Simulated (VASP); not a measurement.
**TePb (rocksalt type): relaxation of cell and atoms with LDA**

The system is TePb (rocksalt type).

```
Pb Te
1.0
     0.00000    3.08538    3.08538
     3.08538    0.00000    3.08538
     3.08538    3.08538    0.00000
Pb Te
1 1
Direct
  0.00000 0.00000 0.00000
  0.50000 0.50000 0.50000
```

```yaml
Program: VASP 6.6.1
Task: relaxation of cell and atoms
Functional: LDA
Potentials_or_basis: VASP PAW LDA potentials, release 64 (Pb_d, Te)
Cutoff: 600 eV
k_mesh: 12 × 12 × 12
Occupations: fermi-dirac, width 0.08 eV
Spin: no spin polarisation
Dipole_correction: no
Further_INCAR_settings: ALGO = Normal; EDIFF = 1e-06; IBRION = 2; EDIFFG = -0.005; NSW = 60; ISIF = 3
```

```
Relaxed volume                         : 32.52 Å³/atom
Relaxed cell                           : a = 4.514 Å, b = 4.514 Å, c = 4.514 Å, α = 60.00°, β = 60.00°, γ = 60.00°
Space group after relaxing (to 0.05 Å) : Fm-3m (No. 225)
Energy gained by relaxing              : 56.1 meV/atom
Ionic steps                            : 3
Pressure after relaxing                : 0.0 GPa
Band gap on the k mesh                 : 0.56 eV, direct
```

Step by step:
```tsv
step	energy change (eV)	largest force (eV/Å)	pressure (GPa)	volume (Å³)
1	0.0000	0.0000	6.26	58.74
2	-0.0786	0.0000	-2.56	69.04
3	-0.1123	0.0000	0.00	65.05
```

Final structure:
```yaml
crystal:
  lattice:
    - [0.00000, 3.19206, 3.19206]
    - [3.19206, 0.00000, 3.19206]
    - [3.19206, 3.19206, 0.00000]
  atoms:
    - { symbol: Pb, position: [0.00000, 0.00000, 0.00000] }
    - { symbol: Te, position: [0.50000, 0.50000, 0.50000] }
```

Levels at points of the mesh, in eV from the valence-band top:
```tsv
k point	band 6	band 7	band 8	band 9	band 10	band 11	band 12	band 13	band 14
(0.00, 0.00, 0.00)	-12.37	-5.59	-1.49	-1.49	-1.49	4.02	4.02	4.02	5.69
(0.50, 0.00, 0.00)	-10.84	-8.84	-0.99	-0.99	0.00	0.56	1.11	1.11	8.33
(0.50, 0.50, 0.00)	-10.55	-7.42	-4.82	-3.03	-3.03	3.09	5.51	5.51	6.81
```

Run time: 86 s on 1 thread of AMD EPYC 9R45 96-Core Processor (Zen 5) (shared host), peak memory 0.2 GiB.

Caveat: spin-orbit coupling is left out, which moves the levels of the heavy elements. A k mesh can miss the band edges.
